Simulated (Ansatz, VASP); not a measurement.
## One calculation of Hf, two programs

Contents of INCAR:

```
  PREC = Accurate
  ENCUT = 520
  EDIFF = 1E-6
  ISMEAR = -1
  SIGMA = 0.05
  LREAL = F
  LASPH = T
  NELM = 100
  ALGO = Normal
  ISIF = 2
  LWAVE = F
  LCHARG = F
  GGA = PE
  NBANDS = 17
```

Contents of KPOINTS:

```
regular mesh
0
Gamma
  14 14 8
```

Contents of POSCAR:

```
Hf
1.0
    2.4605675821      0.0000000000      0.0000000000
   -1.2302837911      2.1309140338      0.0000000000
    0.0000000000      0.0000000000      4.2951379643
Hf
2
Direct
    0.3333333333      0.6666666667      0.2500000000
    0.6666666667      0.3333333333      0.7500000000
```

Input for Ansatz:

```yaml
crystal:
  lattice:
    - [2.4605675821, 0.0, 0.0]
    - [-1.2302837911, 2.1309140338, 0.0]
    - [0.0, 0.0, 4.2951379643]
  atoms:
    - { symbol: Hf, position: [0.3333333333, 0.6666666667, 0.25] }
    - { symbol: Hf, position: [0.6666666667, 0.3333333333, 0.75] }
kpoints:
  mp_grid: { grid: [14, 14, 8] }
scf:
  occupations: { method: fermi_dirac, width: 0.05 }
hamiltonian:
  xc: pbe
  pseudopotentials: { kind: all_electron, lapw: { basis_error: 0.001 } }
output:
  forces: true
  stress: true
  eigenvalues: true
  populations: true
```

Change from the starting cell: volume scaled by 0.5, LAPW.

Alike in both runs: task single point; functional PBE; k mesh 14 × 14 × 8; occupations fermi-dirac, width 0.05 eV; no spin polarisation.

|  | VASP | Ansatz |
| --- | --- | --- |
| version | VASP 6.6.1 | Ansatz 0.2.0 |
| potentials or method | VASP PAW PBE potentials, release 64 (Hf_pv), cutoff 520 eV | all-electron LAPW, scalar-relativistic |

|  | VASP | Ansatz | Ansatz less VASP |
| --- | --- | --- | --- |
| pressure (GPa) | 235.2 | 240.2 | +5.04 |
| traceless stress, the component that is largest in VASP (GPa) | -0.48 | 0.13 | +0.608 |

Both programs put the cell under a high pressure, so it lies far from rest at this level. Ansatz ran all-electron here, and VASP with PAW potentials.

Spin-orbit coupling is off throughout. Noted on VASP's run: the cell as given lies far from equilibrium.
